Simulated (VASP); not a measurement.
Si2Mo: single point with PBEsol

The system is Si2Mo.

```xyz
9
Lattice="4.5744 0.0000 0.0000 -2.2872 3.9616 0.0000 0.0000 0.0000 6.5666" Properties=species:S:1:pos:R:3 pbc="T T T"
Si   -1.2474    3.3612    5.4721
Si    1.2131    0.7004    1.0944
Si    2.2872    2.5609    3.2833
Si    3.3614    0.7004    5.4721
Si    1.2474    3.3612    1.0944
Si    0.0000    1.2007    3.2833
Mo    2.2872   -0.0632    3.2833
Mo   -1.0889    2.0124    1.0944
Mo    1.0889    2.0124    5.4721
```

This cell differs from its parent crystal: mode 4 (193.4 1/cm) frozen in, largest displacement -0.100 Å.

| Item | Value |
| --- | --- |
| Program | VASP 6.6.1 |
| Task | single point |
| Functional | PBEsol |
| Potentials or basis | VASP PAW PBE potentials, release 64 (Si, Mo_sv) |
| Cutoff | 520 eV |
| k mesh | 12 × 12 × 6 |
| Occupations | gaussian, width 0.15 eV |
| Spin | no spin polarisation |

```yaml
Pressure: 0.5 GPa
Largest_force: 0.809 eV/Å
```

Forces in eV/Å, atoms in the order of the input:
```
Si   0.329 -0.190  0.000
Si  -0.340 -0.196  0.000
Si   0.000  0.393  0.000
Si   0.340 -0.196  0.000
Si  -0.329 -0.190  0.000
Si   0.000  0.380  0.000
Mo   0.000  0.809  0.000
Mo  -0.701 -0.405  0.000
Mo   0.701 -0.405  0.000
```

Stress tensor (GPa, compression positive):
```
0.36 0.00 0.00
0.00 0.36 0.00
0.00 0.00 0.70
```

Levels at points of the mesh, in eV from the Fermi level:
```tsv
k point	band 31	band 32	band 33	band 34	band 35	band 36
(0.00, 0.00, 0.00)	-2.68	-2.19	-0.80	1.91	2.20	2.31
(0.50, 0.00, 0.00)	-1.58	-1.05	-0.66	0.00	0.66	0.83
(0.00, 0.00, 0.50)	-2.09	-0.71	-0.71	1.82	2.11	2.11
(0.50, 0.00, 0.50)	-2.06	-1.23	-0.01	0.50	0.96	1.26
```

Wall time 15 min on 1 thread of Oxide Virtual Turin-like Processor, with other jobs on the host, peak memory 0.46 GiB.

Caveat: the cell differs from its parent crystal (mode 4 (193.4 1/cm) frozen in, largest displacement -0.100 Å); the PAW data sets were made with another functional, which shifts forces and pressure a little.
